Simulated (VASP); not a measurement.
Set up this calculation in VASP 6.6.1, as the native input.

| Item | Value |
| --- | --- |
| Task | single point |
| Functional | PBE |
| Potentials or basis | VASP PAW PBE potentials, release 64 (Er, Al, As) |
| Cutoff | 690 eV |
| k mesh | 4 × 4 × 2 |
| Occupations | gaussian, width 0.1 eV |
| Spin | no spin polarisation |
| Dipole correction | no |
| Second try | not_converged |
| Further INCAR settings | ALGO = All; EDIFF = 1e-06; NBANDS = 40 |

The structure of Er2AlAs3 lies in POSCAR:

```
Er2AlAs3
1.0
    4.0088131266      0.0000000000      0.0000000000
    0.0000000000      4.0088131266      0.0000000000
    0.0000000000      0.0000000000      7.9342457506
Er Al As
2 1 3
Direct
    0.0000000000      0.5000000000      0.6851447819
    0.5000000000      0.0000000000      0.3148552181
    0.0000000000      0.0000000000      0.0000000000
    0.5000000000      0.5000000000      0.0000000000
    0.0000000000      0.5000000000      0.3225018382
    0.5000000000      0.0000000000      0.6774981618
```

The cell was generated, and may not be a known phase.

These files were run (other wordings do the same):

INCAR

```
ALGO = All
EDIFF = 1E-6
ENCUT = 690
GGA = PE
GGA_COMPAT = False
ISEARCH = 1
ISIF = 2
ISMEAR = 0
KPAR = 4
LASPH = True
LCHARG = False
LMAXMIX = 6
LREAL = False
LWAVE = False
NBANDS = 40
NELM = 300
PREC = Accurate
SIGMA = 0.1
```

KPOINTS

```
k-points
0
Gamma
  4 4 2
```

Potentials or basis: VASP PAW PBE potentials, release 64 (Er, Al, As).

The run is started by

```console
$ cat potpaw_PBE.64/Er/POTCAR potpaw_PBE.64/Al/POTCAR potpaw_PBE.64/As/POTCAR > POTCAR
$ mpirun -np 4 vasp_std > vasp.out
```

Results of the run:

```json
{"Pressure": "-0.8 GPa", "Largest force": "0.212 eV/Å", "Band gap on the k mesh": "zero (bands 31 and 32 overlap by 0.50 eV)"}
```

Caveat: the k points lie up to 0.40 Å⁻¹ apart, too coarse for converged energies and pressures of a metal; spin-orbit coupling is left out, which moves the levels of the heavy elements; semilocal functionals describe open f shells poorly, which spoils levels, moments and volumes.

Run time: 7 min on 4 MPI ranks on Intel(R) Xeon(R) Platinum 8259CL CPU @ 2.50GHz (Skylake/Cascade Lake) (shared host), peak memory 0.42 GiB a rank.
